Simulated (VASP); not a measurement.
# LiPr3N2 in VASP: single point with PBE

Aim: the single point of LiPr3N2 with PBE.

Everything below comes from runs of VASP 6.6.1. Logs are shortened: lines on timing, memory, paths and dates and some standing lists are left out, and cuts for length are marked.

## 1. The cell of the first run

The typed cell holds 6 atoms: a = 6.315 Å, b = 6.315 Å, c = 4.902 Å, α = 90.00°, β = 90.00°, γ = 120.00°.

The cell was generated, and may not be a known phase.

## 2. Single point, PBE

The input, INCAR:

```
SYSTEM = LiPr3N2
  ALGO = Normal
  EDIFF = 1E-6
  ENCUT = 750
  GGA = PE
  GGA_COMPAT = .False.
  ISIF = 2
  ISMEAR = 0
  LASPH = .True.
  LCHARG = .True.
  LELF = .True.
  LMAXMIX = 6
  LREAL = .False.
  LVHAR = .True.
  LWAVE = .False.
  NBANDS = 32
  NELM = 200
  PREC = Accurate
  SIGMA = 0.2
```

The input, KPOINTS:

```
k-points
0
Gamma
  4 4 3
  0 0 0
```

The input, POSCAR:

```
LiPr3N2
1.0
    6.3148214133      0.0000000000      0.0000000000
   -3.1574107067      5.4687957643      0.0000000000
    0.0000000000      0.0000000000      4.9022527904
Li Pr N
1 3 2
Direct
    0.6666666667      0.3333333333      0.1936521087
    0.4979094835      0.5020905165      0.6937226374
    0.4979094835     -0.0041810330      0.6937226374
    1.0041810330      0.5020905165      0.6937226374
    0.0000000000      0.0000000000      0.5707078861
    0.0000000000      0.0000000000      0.8165629631
```

Potentials or basis: VASP PAW PBE potentials, release 64 (Li_sv, Pr_3, N), 4f in core.

On the command line:

```
> cat potpaw_PBE.64/Li_sv/POTCAR potpaw_PBE.64/Pr_3/POTCAR potpaw_PBE.64/N/POTCAR > POTCAR
> mpirun -np 1 vasp_std > vasp.out
```

OUTCAR:

```text
SYSTEM = LiPr3N2
   EDIFF = 1E-6
   ENCUT = 750
   GGA = PE
   ISIF = 2
   ISMEAR = 0
   LASPH = .True.
   LREAL = .False.
   NELM = 200
   PREC = Accurate

 ion  position               nearest neighbor table
   1  0.667  0.333  0.194-   4 3.07   3 3.07   2 3.07   4 3.07   3 3.07   2 3.07
   2  0.498  0.502  0.694-   1 3.07   1 3.07   4 3.12   3 3.12   4 3.20   3 3.20
   3  0.498  0.996  0.694-   1 3.07   1 3.07   4 3.12   2 3.12   4 3.20   2 3.20
   4  0.004  0.502  0.694-   1 3.07   1 3.07   3 3.12   2 3.12   3 3.20   2 3.20
   5  0.000  0.000  0.571-   6 1.21
   6  0.000  0.000  0.817-   5 1.21

  LATTYP: Found a hexagonal cell.
 ALAT       =     6.3148214133
 C/A-ratio  =     0.7763090149

  Lattice vectors:

 A1 = (   6.3148214133,   0.0000000000,   0.0000000000)
 A2 = (  -3.1574107067,   5.4687957643,   0.0000000000)
 A3 = (   0.0000000000,   0.0000000000,   4.9022527904)

Analysis of symmetry for initial positions (statically):
=====================================================================
 Subroutine PRICEL returns:
 Original cell was already a primitive cell.

 Routine SETGRP: Setting up the symmetry group for a
 hexagonal supercell.

 Subroutine GETGRP returns: Found  6 space group operations
 (whereof  6 operations were pure point group operations)
 out of a pool of 24 trial point group operations.

The static configuration has the point symmetry C_3v.

Analysis of symmetry for dynamics (positions and initial velocities):
=====================================================================
 Subroutine PRICEL returns:
 Original cell was already a primitive cell.

 Routine SETGRP: Setting up the symmetry group for a
 hexagonal supercell.

 Subroutine GETGRP returns: Found  6 space group operations
 (whereof  6 operations were pure point group operations)
 out of a pool of 24 trial point group operations.

The dynamic configuration has the point symmetry C_3v.

 Subroutine INISYM returns: Found  6 space group operations
 (whereof  6 operations are pure point group operations),
 and found     1 'primitive' translations

----------------------------------------------------------------------------------------

                                     Primitive cell

  volume of cell :     169.2967

  direct lattice vectors                    reciprocal lattice vectors
     6.314821413  0.000000000  0.000000000     0.158357606  0.091427806  0.000000000
[... 79 lines left out ...]
   LREAL  =      F    real-space projection
   EDIFFG = 0.1E-04   stopping-criterion for IOM
   NSW    =      0    number of steps for IOM
   IBRION =     -1    ionic relax: 0-MD 1-quasi-New 2-CG
   NFREE  =      0    steps in history (QN), initial steepest desc. (CG)
   ISIF   =      2    stress and relaxation
   ISYM   =      2    0-nonsym 1-usesym 2-fastsym
   POTIM  = 0.5000    time-step for ionic-motion
   TEBEG  =    0.0;   TEEND  =   0.0 temperature during run
   PSTRESS=    0.0 pullay stress
   NELECT =      46.0000    total number of electrons
   NUPDOWN=      -1.0000    fix difference up-down
   EMIN   =  10.00;   EMAX   =-10.00  energy-range for DOS
   EFERMI =   0.00;   METHOD = LEGACY
   ISMEAR =     0;   SIGMA  =   0.20  broadening in eV -4-tet -1-fermi 0-gaus
   EFERMI_NEDOS =   21; number of points for ismear=-14 and -15
   IALGO  =     38    algorithm
   IMIX   =      4    mixing-type and parameters
     AMIX     =   0.40;   BMIX     =  1.00
     AMIX_MAG =   1.60;   BMIX_MAG =  1.00
  volume/ion in A,a.u.               =      28.22       190.41
  Fermi-wavevector in a.u.,A,eV,Ry     =   1.060339  2.003750 15.297277  1.124318
  Thomas-Fermi vector in A             =   2.195716
   LORBIT       =      0    0 simple, 1 ext, 2 COOP (PROOUT), +10 PAW based schemes
   GGA     = PE    functional components
   LHFCALC =     F    Hartree Fock is set to
   AEXX    =    0.0000 exact exchange contribution
   IVDW    =     0    specifies the selected vdW correction
   LEPSILON=     F    determine dielectric tensor
   LRPA    =     F    only Hartree local field effects (RPA)
 non-spin polarized calculation
 Gauss-broadening in eV      SIGMA  =   0.20
  energy-cutoff  :      750.00
  volume of cell :      169.30
 maximum number of plane-waves:      7914
   NGX = 29   NGY = 29   NGZ = 21

 number of electron      46.0000002 magnetization

 Free energy of the ion-electron system (eV)
  ---------------------------------------------------
  ext. energy  EPLUGINS =         0.00000000
  ---------------------------------------------------
  free energy    TOTEN  =       -28.58183158 eV

  energy without entropy =      -28.41424441  energy(sigma->0) =      -28.49803799

 E-fermi :   2.1963     XC(G=0):  -8.5289

 val. band max:        2.1335137934   @ k =   0.2500   0.2500   0.0000
 cond. band min:       2.2297797834   @ k =   0.2500   0.2500   0.3333
 fundamental gap:      0.0962659900
 Fermi energy:         2.1962687757

 k-point     1 :       0.0000    0.0000    0.0000
  band No.  band energies     occupation
      1     -43.8966      2.00000
      2     -34.4560      2.00000
      3     -34.0612      2.00000
      4     -34.0612      2.00000
      5     -20.2369      2.00000
      6     -17.7453      2.00000
[... 304 lines left out ...]
     31       4.5755      0.00000
     32       4.9226      0.00000

------------------------ aborting loop because EDIFF is reached ----------------------------------------

  FORCE on cell =-STRESS in cart. coord.  units (eV):
  Direction    XX          YY          ZZ          XY          YZ          ZX
  --------------------------------------------------------------------------------------
  -------------------------------------------------------------------------------------
  Total        0.3849239      0.3849239      0.5959109     -0.0000000     -0.0000000      0.0000000
  in kB        3.6428140      3.6428140      5.6395370     -0.0000000     -0.0000000      0.0000000
  external PRESSURE =       4.3083884 kB  Pullay stress =       0.0000000 kB

 VOLUME and BASIS-vectors are now :
 -----------------------------------------------------------------------------
  energy-cutoff  :      750.00
  volume of cell :      169.30
      direct lattice vectors                 reciprocal lattice vectors
     6.314821413  0.000000000  0.000000000     0.158357606  0.091427806  0.000000000
    -3.157410707  5.468795764  0.000000000     0.000000000  0.182855613  0.000000000
     0.000000000  0.000000000  4.902252790     0.000000000  0.000000000  0.203987849

 POSITION                                       TOTAL-FORCE (eV/Angst)
 -----------------------------------------------------------------------------------
      3.15741      1.82293      0.94933        -0.000000      0.000000      0.001568
      1.55890      2.74583      3.40080        -0.004363      0.002519     -0.000579
     -0.00000      5.44593      3.40080         0.000000     -0.005037     -0.000579
     -1.55890      2.74583      3.40080         0.004363      0.002519     -0.000579
      0.00000      0.00000      2.79775         0.000000      0.000000     -0.470919
      0.00000      0.00000      4.00300        -0.000000      0.000000      0.471088
 -----------------------------------------------------------------------------------
    total drift:                               -0.000001      0.000001     -0.000668

  FREE ENERGIE OF THE ION-ELECTRON SYSTEM (eV)
  ---------------------------------------------------
  free  energy   TOTEN  =       -28.5818315842 eV

  energy  without entropy=      -28.4142444055  energy(sigma->0) =      -28.49803799
```

OSZICAR:

```text
N       E                     dE             d eps       ncg     rms          rms(c)
DAV:   1     0.444299515266E+03    0.44430E+03   -0.25564E+04   576   0.173E+03
DAV:   2     0.957231507178E+01   -0.43473E+03   -0.41934E+03   664   0.390E+02
DAV:   3    -0.273014573647E+02   -0.36874E+02   -0.35444E+02   888   0.101E+02
DAV:   4    -0.306531346982E+02   -0.33517E+01   -0.32740E+01   904   0.266E+01
DAV:   5    -0.308556929055E+02   -0.20256E+00   -0.20237E+00   872   0.522E+00    0.110E+01
DAV:   6    -0.289578015765E+02    0.18979E+01   -0.32689E+00   744   0.766E+00    0.605E+00
DAV:   7    -0.286939488968E+02    0.26385E+00   -0.14420E+00   800   0.431E+00    0.298E+00
DAV:   8    -0.285951800854E+02    0.98769E-01   -0.56534E-01   840   0.276E+00    0.147E+00
DAV:   9    -0.285804525772E+02    0.14728E-01   -0.60006E-02   776   0.114E+00    0.380E-01
DAV:  10    -0.285817231454E+02   -0.12706E-02   -0.93192E-03   872   0.414E-01    0.129E-01
DAV:  11    -0.285817480198E+02   -0.24874E-04   -0.67272E-04   784   0.133E-01    0.547E-02
DAV:  12    -0.285818202441E+02   -0.72224E-04   -0.15044E-04   784   0.609E-02    0.158E-02
DAV:  13    -0.285818309026E+02   -0.10659E-04   -0.15716E-05   792   0.201E-02    0.562E-03
DAV:  14    -0.285818315842E+02   -0.68160E-06   -0.26770E-06   608   0.759E-03
   1 F= -.28581832E+02 E0= -.28498038E+02  d E =-.167587E+00
```

It took 59 s on 1 thread of Intel Xeon 6975P-C (Granite Rapids), shared host; peak memory 0.41 GiB.

Results:

```yaml
Free_energy: -28.5818 eV
Pressure: 0.4 GPa
Largest_force: 0.471 eV/Å
Band_gap_on_the_k_mesh: zero (bands 23 and 24 overlap by 1.02 eV)
```

Forces in eV/Å, atoms in the order of the input:
```
Li   0.000  0.000  0.002
Pr  -0.004  0.003 -0.001
Pr   0.000 -0.005 -0.001
Pr   0.004  0.003 -0.001
N    0.000  0.000 -0.471
N    0.000  0.000  0.471
```

Stress tensor (GPa, compression positive):
```
0.36 0.00 0.00
0.00 0.36 0.00
0.00 0.00 0.56
```

Caveat: the k points lie up to 0.43 Å⁻¹ apart, too coarse for converged energies and pressures of a metal; the standard files for N, O and F lose accuracy on very short bonds; spin-orbit coupling is left out, which moves the levels of the heavy elements; the 4f electrons are frozen in the core, so they carry no moment and show no levels; the run has no spin polarisation, though such a crystal can be magnetic.

The gap in the log of VASP goes by the Fermi energy; the results here count the filled bands.